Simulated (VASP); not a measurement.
Here is a VASP 6.6.1 calculation.

File INCAR:

```
PREC = Accurate
ENCUT = 520
EDIFF = 1E-6
ISMEAR = 0
SIGMA = 0.15
LREAL = False
LASPH = True
NELM = 80
ALGO = Fast
ISIF = 2
LWAVE = False
LCHARG = False
GGA = PE
NBANDS = 16
```

Contents of KPOINTS:

```
Automatic mesh
0
Gamma
  20 20 20
```

POSCAR

```
AlRu
1.0
    2.9590234537      0.0000000000      0.0000000000
    0.0000000000      2.9590234537      0.0000000000
    0.0000000000      0.0000000000      2.9139621829
Al Ru
1 1
Direct
    0.0000000000      0.0000000000      0.0000000000
    0.5000000000      0.5000000000      0.5000000000
```

Potentials or basis: VASP PAW PBE potentials, release 64 (Al, Ru_pv).

Launch:

```console
$ cat potpaw_PBE.64/Al/POTCAR potpaw_PBE.64/Ru_pv/POTCAR > POTCAR
$ mpirun -np 1 vasp_std > vasp.out
```

Predict the pressure.

14.1 GPa.

Stress tensor (GPa, compression positive):
```
13.10  0.00  0.00
 0.00 13.10  0.00
 0.00  0.00 16.20
```

Caveat: the cell differs from its parent crystal (strain -0.015 along x and y, -0.030 along z).
